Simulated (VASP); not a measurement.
# ZnCu (Pm-3m) in VASP: notebook, part 2 of 3

VASP 6.6.1. The steps go on from the part before.

### Step 3. Single point, r2SCAN

The input, POSCAR:

```
ZnCu
1.0
    2.9450000000      0.0000000000      0.0000000000
    0.0000000000      2.9450000000      0.0000000000
    0.0000000000      0.0000000000      2.9450000000
Zn Cu
1 1
Direct
    0.5000000000      0.5000000000      0.5000000000
    0.0000000000      0.0000000000      0.0000000000
```

The input, INCAR.step1:

```
PREC = Accurate
ENCUT = 520
ISMEAR = -1
SIGMA = 0.05
LREAL = F
LASPH = T
NELM = 100
NBANDS = 18
GGA = PE
ALGO = Normal
EDIFF = 1E-4
LWAVE = T
LCHARG = F
```

The input, INCAR.step2:

```
PREC = Accurate
ENCUT = 520
EDIFF = 1E-6
ISMEAR = -1
SIGMA = 0.05
LREAL = F
LASPH = T
NELM = 100
ALGO = Normal
ISIF = 2
LWAVE = F
LCHARG = T
METAGGA = R2SCAN
LMIXTAU = T
LELF = T
LVHAR = T
NBANDS = 18
ISTART = 1
```

The input, KPOINTS:

```
regular mesh
0
Gamma
  5 5 5
```

Potentials or basis: VASP PAW PBE potentials, release 64 (Zn, Cu).

Run with:

```
$ cat potpaw_PBE.64/Zn/POTCAR potpaw_PBE.64/Cu/POTCAR > POTCAR
$ cp INCAR.step1 INCAR
$ mpirun -np 1 vasp_std > vasp.out
$ cp INCAR.step2 INCAR
$ mpirun -np 1 vasp_std > vasp.out
```

OUTCAR:

```text
PREC = Accurate
   ENCUT = 520
   EDIFF = 1E-6
   ISMEAR = -1
   LREAL = F
   LASPH = T
   NELM = 100
   ISIF = 2
   METAGGA = R2SCAN
   ISTART = 1

 ion  position               nearest neighbor table
   1  0.500  0.500  0.500-   2 2.55   2 2.55   2 2.55   2 2.55   2 2.55   2 2.55   2 2.55   2 2.55

   2  0.000  0.000  0.000-   1 2.55   1 2.55   1 2.55   1 2.55   1 2.55   1 2.55   1 2.55   1 2.55

  LATTYP: Found a simple cubic cell.
 ALAT       =     2.9450000000

  Lattice vectors:

 A1 = (   2.9450000000,   0.0000000000,   0.0000000000)
 A2 = (   0.0000000000,   2.9450000000,   0.0000000000)
 A3 = (   0.0000000000,   0.0000000000,   2.9450000000)

Analysis of symmetry for initial positions (statically):
=====================================================================
 Subroutine PRICEL returns:
 Original cell was already a primitive cell.

 Routine SETGRP: Setting up the symmetry group for a
 simple cubic supercell.

 Subroutine GETGRP returns: Found 48 space group operations
 (whereof 48 operations were pure point group operations)
 out of a pool of 48 trial point group operations.

The static configuration has the point symmetry O_h .

Analysis of symmetry for dynamics (positions and initial velocities):
=====================================================================
 Subroutine PRICEL returns:
 Original cell was already a primitive cell.

 Routine SETGRP: Setting up the symmetry group for a
 simple cubic supercell.

 Subroutine GETGRP returns: Found 48 space group operations
 (whereof 48 operations were pure point group operations)
 out of a pool of 48 trial point group operations.

The dynamic configuration has the point symmetry O_h .

 Subroutine INISYM returns: Found 48 space group operations
 (whereof 48 operations are pure point group operations),
 and found     1 'primitive' translations

----------------------------------------------------------------------------------------

                                     Primitive cell
[... 93 lines left out ...]
   IALGO  =     38    algorithm
   IMIX   =      4    mixing-type and parameters
     AMIX     =   0.40;   BMIX     =  1.00
     AMIX_MAG =   1.60;   BMIX_MAG =  1.00
  volume/ion in A,a.u.               =      12.77        86.18
  Fermi-wavevector in a.u.,A,eV,Ry     =   1.580880  2.987429 34.003415  2.499180
  Thomas-Fermi vector in A             =   2.681040
   LORBIT       =      0    0 simple, 1 ext, 2 COOP (PROOUT), +10 PAW based schemes
   METAGGA = R2SCAN    functional components
   LHFCALC =     F    Hartree Fock is set to
   AEXX    =    0.0000 exact exchange contribution
   IVDW    =     0    specifies the selected vdW correction
   LEPSILON=     F    determine dielectric tensor
   LRPA    =     F    only Hartree local field effects (RPA)
 non-spin polarized calculation
  energy-cutoff  :      520.00
  volume of cell :       25.54
 maximum number of plane-waves:       698
 NGX is ok and might be reduce to    24
   NGX = 11   NGY = 11   NGZ = 11

 number of electron      23.0000000 magnetization

 Free energy of the ion-electron system (eV)
  ---------------------------------------------------
  ext. energy  EPLUGINS =         0.00000000
  ---------------------------------------------------
  free energy    TOTEN  =       -19.94125864 eV

  energy without entropy =      -19.93423034  energy(sigma->0) =      -19.93774449

 E-fermi :   5.4582     XC(G=0): -13.5225

 val. band max:        4.7007439289   @ k =   0.4000   0.2000   0.2000
 cond. band min:       5.4638706063   @ k =   0.4000   0.4000   0.4000
 fundamental gap:      0.7631266774
 Fermi energy:         5.4582279870

 k-point     1 :       0.0000    0.0000    0.0000
  band No.  band energies     occupation
      1      -5.3882      2.00000
      2      -2.7943      2.00000
      3      -2.7943      2.00000
      4      -2.0667      2.00000
      5      -2.0667      2.00000
      6      -2.0667      2.00000
[... 187 lines left out ...]
      5      -1.8961      2.00000
      6       0.6499      2.00000
[... 10 lines left out ...]
     17      12.8179      0.00000
     18      16.1580      0.00000

------------------------ aborting loop because EDIFF is reached ----------------------------------------

  FORCE on cell =-STRESS in cart. coord.  units (eV):
  Direction    XX          YY          ZZ          XY          YZ          ZX
  --------------------------------------------------------------------------------------
  -------------------------------------------------------------------------------------
  Total       -0.3121129     -0.3121129     -0.3121129      0.0000000      0.0000000      0.0000000
  in kB      -19.5779130    -19.5779130    -19.5779130      0.0000000      0.0000000      0.0000000
  external PRESSURE =     -19.5779130 kB  Pullay stress =       0.0000000 kB

 VOLUME and BASIS-vectors are now :
 -----------------------------------------------------------------------------
  energy-cutoff  :      520.00
  volume of cell :       25.54
      direct lattice vectors                 reciprocal lattice vectors
     2.945000000  0.000000000  0.000000000     0.339558574  0.000000000  0.000000000
     0.000000000  2.945000000  0.000000000     0.000000000  0.339558574  0.000000000
     0.000000000  0.000000000  2.945000000     0.000000000  0.000000000  0.339558574

 POSITION                                       TOTAL-FORCE (eV/Angst)
 -----------------------------------------------------------------------------------
      1.47250      1.47250      1.47250         0.000000      0.000000      0.000000
      0.00000      0.00000      0.00000         0.000000      0.000000      0.000000
 -----------------------------------------------------------------------------------
    total drift:                                0.000000      0.000000     -0.000000

  FREE ENERGIE OF THE ION-ELECTRON SYSTEM (eV)
  ---------------------------------------------------
  free  energy   TOTEN  =       -19.9412586415 eV

  energy  without entropy=      -19.9342303411  energy(sigma->0) =      -19.93774449
```

Wall time 19 s (1 thread of Intel Xeon 6975P-C, shared host); peak memory 0.14 GiB.

Results:

```
Free energy : -19.9413 eV
Pressure    : -2.0 GPa
```

Caveat: the k points lie up to 0.43 Å⁻¹ apart; the PAW data sets were made with another functional, which shifts forces and pressure a little.

### Step 4. Single point, PBE (volume scaled by 0.94)

The input, INCAR:

```
SYSTEM = ZnCu
  PREC = Accurate
  ENCUT = 520
  EDIFF = 1E-7
  ISMEAR = -1
  SIGMA = 0.05
  LREAL = .False.
  LASPH = .True.
  NELM = 80
  ALGO = Normal
  ISIF = 2
  LWAVE = .False.
  LCHARG = .True.
  GGA = PE
  LELF = .True.
  LVHAR = .True.
  NBANDS = 18
```

The input, KPOINTS:

```
regular mesh
0
Gamma
  9 9 9
  0 0 0
```

The input, POSCAR:

```
ZnCu
1.0
    2.8848810902      0.0000000000      0.0000000000
    0.0000000000      2.8848810902      0.0000000000
    0.0000000000      0.0000000000      2.8848810902
Zn Cu
1 1
Direct
    0.5000000000      0.5000000000      0.5000000000
    0.0000000000      0.0000000000      0.0000000000
```

Run with:

```
$ cat potpaw_PBE.64/Zn/POTCAR potpaw_PBE.64/Cu/POTCAR > POTCAR
$ mpirun -np 1 vasp_std > vasp.out
```

Wall time 30 s (1 thread of AMD EPYC 7R43 (Zen 3), shared host); peak memory 0.11 GiB.

The run converged. Its results:

| Quantity | Value |
| --- | --- |
| Free energy | -4.9247 eV |
| Pressure | 12.3 GPa |

Levels at points of the mesh, in eV from the Fermi level:
```
           k point  band 7  band 8  band 9  band 10  band 11  band 12  band 13  band 14  band 15  band 16
(0.00, 0.00, 0.00)   -3.83   -3.83   -2.91    -2.91    -2.91     6.39     6.39     6.39    11.59    11.59
```

(Continued in part 3 of 3.)
